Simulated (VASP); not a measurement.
# Al (Fm-3m) in VASP: a series of runs

Al is run at these levels: PBE; tasks: density of states.

All numbers are computed with VASP 6.6.1; they aren't measurements. Logs are shortened: lines on timing, memory, paths and dates and some standing lists are left out, and cuts for length are marked.

### 1 The cell of the first run

It takes space group Fm-3m (No. 225, cubic). The conventional cell has a = 4.041 Å, b = 4.041 Å, c = 4.041 Å, α = 90.00°, β = 90.00°, γ = 90.00°. Al (site symmetry m-3m) has 12 Al at 2.86 Å within 3.8 Å.

### 2 Density of states, PBE

File POSCAR:

```
Al
1.0
    0.0000000000      2.0206724462      2.0206724462
    2.0206724462      0.0000000000      2.0206724462
    2.0206724462      2.0206724462      0.0000000000
Al
1
Direct
    0.0000000000      0.0000000000      0.0000000000
```

File INCAR.step1:

```
  PREC = Accurate
  ENCUT = 520
  EDIFF = 1E-6
  ISMEAR = -1
  SIGMA = 0.05
  LREAL = False
  LASPH = True
  NELM = 60
  ALGO = Normal
  ISIF = 2
  LWAVE = False
  LCHARG = True
  GGA = PE
  NBANDS = 8
```

File KPOINTS.step1:

```
Automatic mesh
0
Gamma
  18 18 18
```

File INCAR.step2:

```
  PREC = Accurate
  ENCUT = 520
  EDIFF = 1E-6
  ISMEAR = -5
  SIGMA = 0.05
  LREAL = False
  LASPH = True
  NELM = 60
  ALGO = Normal
  ISIF = 2
  LWAVE = False
  LCHARG = False
  GGA = PE
  LORBIT = 11
  NEDOS = 2001
  ICHARG = 11
```

File KPOINTS.step2:

```
Automatic mesh
0
Gamma
  27 27 27
```

Potentials or basis: VASP PAW PBE potentials, release 64 (Al).

On the command line:

```sh
$ cat potpaw_PBE.64/Al/POTCAR > POTCAR
$ cp INCAR.step1 INCAR
$ cp KPOINTS.step1 KPOINTS
$ mpirun -np 1 vasp_std > vasp.out
$ cp INCAR.step2 INCAR
$ cp KPOINTS.step2 KPOINTS
$ mpirun -np 1 vasp_std > vasp.out
```

OUTCAR:

```text
PREC = Accurate
   ENCUT = 520
   EDIFF = 1E-6
   ISMEAR = -5
   LREAL = False
   LASPH = True
   NELM = 60
   ISIF = 2
   GGA = PE
   LORBIT = 11
   ICHARG = 11

 ion  position               nearest neighbor table
   1  0.000  0.000  0.000-

  LATTYP: Found a face centered cubic cell.
 ALAT       =     4.0413448924

  Lattice vectors:

 A1 = (   0.0000000000,   2.0206724462,   2.0206724462)
 A2 = (   2.0206724462,   0.0000000000,   2.0206724462)
 A3 = (   2.0206724462,   2.0206724462,   0.0000000000)

Analysis of symmetry for initial positions (statically):
=====================================================================
 Subroutine PRICEL returns:
 Original cell was already a primitive cell.

 Routine SETGRP: Setting up the symmetry group for a
 face centered cubic supercell.

 Subroutine GETGRP returns: Found 48 space group operations
 (whereof 48 operations were pure point group operations)
 out of a pool of 48 trial point group operations.

The static configuration has the point symmetry O_h .

Analysis of symmetry for dynamics (positions and initial velocities):
=====================================================================
 Subroutine PRICEL returns:
 Original cell was already a primitive cell.

 Routine SETGRP: Setting up the symmetry group for a
 face centered cubic supercell.

 Subroutine GETGRP returns: Found 48 space group operations
 (whereof 48 operations were pure point group operations)
 out of a pool of 48 trial point group operations.

The dynamic configuration has the point symmetry O_h .

 Subroutine INISYM returns: Found 48 space group operations
 (whereof 48 operations are pure point group operations),
 and found     1 'primitive' translations

----------------------------------------------------------------------------------------

                                     Primitive cell

  volume of cell :      16.5013

  direct lattice vectors                    reciprocal lattice vectors
     0.000000000  2.020672446  2.020672446    -0.247442380  0.247442380  0.247442380
     2.020672446  0.000000000  2.020672446     0.247442380 -0.247442380  0.247442380
     2.020672446  2.020672446  0.000000000     0.247442380  0.247442380 -0.247442380

  length of vectors
     2.857662379  2.857662379  2.857662379     0.428582775  0.428582775  0.428582775

  position of ions in fractional coordinates (direct lattice)
     0.000000000  0.000000000  0.000000000

  ion indices of the primitive-cell ions
   primitive index   ion index
                 1           1

----------------------------------------------------------------------------------------

 KPOINTS: Automatic mesh

Automatic generation of k-mesh.
 Grid dimensions read from file:
 generate k-points for:   27   27   27

 Generating k-lattice:

  Cartesian coordinates                     Fractional coordinates (reciprocal lattice)
    -0.009164533  0.009164533  0.009164533     0.037037037  0.000000000  0.000000000
     0.009164533 -0.009164533  0.009164533     0.000000000  0.037037037  0.000000000
     0.009164533  0.009164533 -0.009164533     0.000000000  0.000000000  0.037037037

  Length of vectors
     0.015873436  0.015873436  0.015873436

  Shift w.r.t. Gamma in fractional coordinates (k-lattice)
     0.000000000  0.000000000  0.000000000

 TETIRR: Found   2653 inequivalent tetrahedra from   118098

 Subroutine IBZKPT returns following result:
 ===========================================

 Found    560 irreducible k-points:

 Following reciprocal coordinates:
            Coordinates               Weight
  0.000000  0.000000  0.000000      1.000000
  0.037037  0.000000  0.000000      8.000000
  0.074074  0.000000  0.000000      8.000000
  0.111111  0.000000  0.000000      8.000000
  0.148148  0.000000  0.000000      8.000000
  0.185185  0.000000  0.000000      8.000000
[... 16 lines left out ...]
  0.333333  0.037037  0.000000     24.000000
  0.370370  0.037037  0.000000     24.000000
 [... further k-points ...]
   k-points           NKPTS =    560   k-points in BZ     NKDIM =    560   number of bands    NBANDS=      5
   number of dos      NEDOS =   2001   number of ions     NIONS =      1
   total plane-waves  NPLWV =  13824
   dimension x,y,z NGX =    24 NGY =   24 NGZ =   24
   dimension x,y,z NGXF=    48 NGYF=   48 NGZF=   48
   ions per type =               1
   NGX,Y,Z   is equivalent  to a cutoff of  13.96, 13.96, 13.96 a.u.
   NGXF,Y,Z  is equivalent  to a cutoff of  27.92, 27.92, 27.92 a.u.
 SYSTEM =  unknown system
   PREC   = accura    normal or accurate (medium, high low for compatibility)
   ISTART =      0    job   : 0-new  1-cont  2-samecut
   ICHARG =     11    charge: 1-file 2-atom 10-const
   ISPIN  =      1    spin polarized calculation?
   LNONCOLLINEAR =      F non collinear calculations
   LSORBIT =      F    spin-orbit coupling
   LASPH  =      T    aspherical Exc in radial PAW
   ENCUT  =  520.0 eV  38.22 Ry    6.18 a.u.   5.31  5.31  5.31*2*pi/ulx,y,z
   NELM   =     60;   NELMIN=  2; NELMDL=  0     # of ELM steps
   EDIFF  = 0.1E-05   stopping-criterion for ELM
   LREAL  =      F    real-space projection
   EDIFFG = 0.1E-04   stopping-criterion for IOM
   NSW    =      0    number of steps for IOM
   IBRION =     -1    ionic relax: 0-MD 1-quasi-New 2-CG
   NFREE  =      0    steps in history (QN), initial steepest desc. (CG)
   ISIF   =      2    stress and relaxation
   ISYM   =      2    0-nonsym 1-usesym 2-fastsym
   POTIM  = 0.5000    time-step for ionic-motion
   TEBEG  =    0.0;   TEEND  =   0.0 temperature during run
   PSTRESS=    0.0 pullay stress
   NELECT =       3.0000    total number of electrons
   NUPDOWN=      -1.0000    fix difference up-down
   EMIN   =  10.00;   EMAX   =-10.00  energy-range for DOS
   EFERMI =   0.00;   METHOD = LEGACY
   ISMEAR =    -5;   SIGMA  =   0.05  broadening in eV -4-tet -1-fermi 0-gaus
   EFERMI_NEDOS =   21; number of points for ismear=-14 and -15
   IALGO  =     38    algorithm
   IMIX   =      4    mixing-type and parameters
     AMIX     =   0.40;   BMIX     =  1.00
     AMIX_MAG =   1.60;   BMIX_MAG =  1.00
  volume/ion in A,a.u.               =      16.50       111.36
  Fermi-wavevector in a.u.,A,eV,Ry     =   0.927419  1.752568 11.702453  0.860106
  Thomas-Fermi vector in A             =   2.053487
   LORBIT       =     11    0 simple, 1 ext, 2 COOP (PROOUT), +10 PAW based schemes
   GGA     = PE    functional components
   LHFCALC =     F    Hartree Fock is set to
   AEXX    =    0.0000 exact exchange contribution
   IVDW    =     0    specifies the selected vdW correction
   LEPSILON=     F    determine dielectric tensor
   LRPA    =     F    only Hartree local field effects (RPA)
 non-spin polarized calculation
 Fermi weights with tetrahedron method with Bloechl corrections
  energy-cutoff  :      520.00
  volume of cell :       16.50
 maximum number of plane-waves:       459
 NGX is ok and might be reduce to    24

 number of electron       3.0000000 magnetization

 Free energy of the ion-electron system (eV)
  ---------------------------------------------------
  ext. energy  EPLUGINS =         0.00000000
  ---------------------------------------------------
  free energy    TOTEN  =        -3.74640060 eV

  energy without entropy =       -3.74640060  energy(sigma->0) =       -3.74640060

 E-fermi :   8.0199     XC(G=0): -10.1962

 val. band max:        8.0050910263   @ k =  -0.4444   0.3333   0.1111
 cond. band min:       7.9487693868   @ k =  -0.2963   0.4815   0.1852
 fundamental gap:     -0.0563216394
 Fermi energy:         8.0198684562

 k-point     1 :       0.0000    0.0000    0.0000
  band No.  band energies     occupation
      1      -3.1345      2.00000
      2      20.6182      0.00000
      3      20.6182      0.00000
      4      20.6182      0.00000
      5      22.1095      0.00000

 k-point     2 :       0.0370    0.0000    0.0000
  band No.  band energies     occupation
      1      -3.0972      2.00000
      2      19.7836      0.00000
      3      20.4600      0.00000
      4      20.4600      0.00000
      5      22.3262      0.00000

 k-point     3 :       0.0741    0.0000    0.0000
  band No.  band energies     occupation
      1      -2.9854      2.00000
      2      18.3737      0.00000
      3      20.1358      0.00000
      4      20.1358      0.00000
      5      22.7604      0.00000

 k-point     4 :       0.1111    0.0000    0.0000
  band No.  band energies     occupation
      1      -2.7992      2.00000
      2      16.8779      0.00000
      3      19.7943      0.00000
      4      19.7943      0.00000
      5      22.7483      0.00000

 k-point     5 :       0.1481    0.0000    0.0000
  band No.  band energies     occupation
      1      -2.5389      2.00000
      2      15.3805      0.00000
      3      19.4853      0.00000
      4      19.4853      0.00000
      5      22.6468      0.00000

 k-point     6 :       0.1852    0.0000    0.0000
  band No.  band energies     occupation
      1      -2.2050      2.00000
      2      13.9101      0.00000
      3      19.2254      0.00000
      4      19.2254      0.00000
      5      22.5247      0.00000
[... 113 lines left out ...]
 k-point    21 :       0.2593    0.0370    0.0000
  band No.  band energies     occupation
      1      -1.4534      2.00000
      2      11.5800      0.00000
      3      18.1835      0.00000
      4      19.2785      0.00000
      5      21.8275      0.00000

 k-point    22 :       0.2963    0.0370    0.0000
  band No.  band energies     occupation
      1      -0.9260      2.00000
      2      10.2338      0.00000
      3      18.0752      0.00000
      4      19.1799      0.00000
      5      21.1634      0.00000

 k-point    23 :       0.3333    0.0370    0.0000
  band No.  band energies     occupation
      1      -0.3274      2.00000
      2       8.9424     -0.07052
      3      18.0290      0.00000
      4      19.1407      0.00000
      5      20.5461      0.00000

 k-point    24 :       0.3704    0.0370    0.0000
  band No.  band energies     occupation
      1       0.3417      2.00000
      2       7.7086      1.63095
      3      18.0454      0.00000
      4      19.1628      0.00000
      5      19.9848      0.00000

 [... further k-points ...]
[... 5 lines left out ...]
  --------------------------------------------------------------------------------------
  -------------------------------------------------------------------------------------
  Total       -0.0247668     -0.0247668     -0.0247668      0.0000000      0.0000000      0.0000000
  in kB       -2.4047052     -2.4047052     -2.4047052      0.0000000      0.0000000      0.0000000
  external PRESSURE =      -2.4047052 kB  Pullay stress =       0.0000000 kB

 VOLUME and BASIS-vectors are now :
 -----------------------------------------------------------------------------
  energy-cutoff  :      520.00
  volume of cell :       16.50
      direct lattice vectors                 reciprocal lattice vectors
     0.000000000  2.020672446  2.020672446    -0.247442380  0.247442380  0.247442380
     2.020672446  0.000000000  2.020672446     0.247442380 -0.247442380  0.247442380
     2.020672446  2.020672446  0.000000000     0.247442380  0.247442380 -0.247442380

 POSITION                                       TOTAL-FORCE (eV/Angst)
 -----------------------------------------------------------------------------------
      0.00000      0.00000      0.00000         0.000000      0.000000      0.000000
 -----------------------------------------------------------------------------------
    total drift:                               -0.000000      0.000000      0.000000

  FREE ENERGIE OF THE ION-ELECTRON SYSTEM (eV)
  ---------------------------------------------------
  free  energy   TOTEN  =        -3.7464005999 eV

  energy  without entropy=       -3.7464005999  energy(sigma->0) =       -3.74640060

 total charge

# of ion       s       p       d       tot
------------------------------------------
    1        0.427   0.339   0.000   0.767
```

It took 27 s on 1 thread of Intel Xeon Platinum 8259CL at 2.50GHz (Skylake/Cascade Lake), shared host; peak memory 0.16 GiB.

What came out:

```yaml
Valence_electrons_inside_the_program's_atomic_spheres: Al 0.77
```

Levels at points of the mesh, in eV from the Fermi level:
| k point | band 1 | band 2 | band 3 | band 4 | band 5 |
| --- | --- | --- | --- | --- | --- |
| (0.00, 0.00, 0.00) | -11.15 | 12.60 | 12.60 | 12.60 | 14.09 |

Caveat: tetrahedron occupations give inexact forces and stress in metals.

### 3 Density of states, PBE

POSCAR is that of step 2.

File INCAR.step1:

```
SYSTEM = Al
PREC     = Accurate       ! precision mode
ENCUT    = 520            ! plane-wave cutoff, eV
EDIFF    = 1E-7           ! SCF threshold, eV
ISMEAR   = -1             ! smearing method
SIGMA    = 0.05           ! smearing width, eV
LREAL    = .FALSE.        ! projectors in reciprocal space
LASPH    = .TRUE.         ! aspherical terms in the spheres
NELM     = 100            ! most SCF steps
ALGO     = Normal         ! electronic algorithm
ISIF     = 2              ! what is computed and relaxed
LWAVE    = .FALSE.        ! write WAVECAR
LCHARG   = .TRUE.         ! write CHGCAR
GGA      = PE             ! functional
NBANDS   = 8              ! bands
```

File KPOINTS.step1:

```
regular mesh
0
G
  18 18 18
  0 0 0
```

File INCAR.step2:

```
SYSTEM = Al
PREC     = Accurate       ! precision mode
ENCUT    = 520            ! plane-wave cutoff, eV
EDIFF    = 1E-7           ! SCF threshold, eV
ISMEAR   = -5             ! smearing method
SIGMA    = 0.05           ! smearing width, eV
LREAL    = .FALSE.        ! projectors in reciprocal space
LASPH    = .TRUE.         ! aspherical terms in the spheres
NELM     = 100            ! most SCF steps
ALGO     = Normal         ! electronic algorithm
ISIF     = 2              ! what is computed and relaxed
LWAVE    = .FALSE.        ! write WAVECAR
LCHARG   = .FALSE.        ! write CHGCAR
GGA      = PE             ! functional
LORBIT   = 10             ! projections on sites
NBANDS   = 8              ! bands
NEDOS    = 2001           ! points of the DOS
ICHARG   = 11             ! starting density
```

File KPOINTS.step2:

```
regular mesh
0
G
  27 27 27
  0 0 0
```

Potentials or basis: VASP PAW PBE potentials, release 64 (Al).

On the command line:

```sh
$ cat potpaw_PBE.64/Al/POTCAR > POTCAR
$ cp INCAR.step1 INCAR
$ cp KPOINTS.step1 KPOINTS
$ mpirun -np 1 vasp_std > vasp.out
$ cp INCAR.step2 INCAR
$ cp KPOINTS.step2 KPOINTS
$ mpirun -np 1 vasp_std > vasp.out
```

It took 36 s on 1 thread of Intel Xeon Platinum 8259CL at 2.50GHz (Skylake/Cascade Lake), shared host; peak memory 0.18 GiB.

It converged, with:

* Valence electrons inside the program's atomic spheres: Al 0.77

Levels at points of the mesh, in eV from the Fermi level:
```csv
k point,band 1,band 2,band 3,band 4,band 5
"(0.00, 0.00, 0.00)",-11.15,12.60,12.60,12.60,14.09
```

Caveat: tetrahedron occupations give inexact forces and stress in metals.
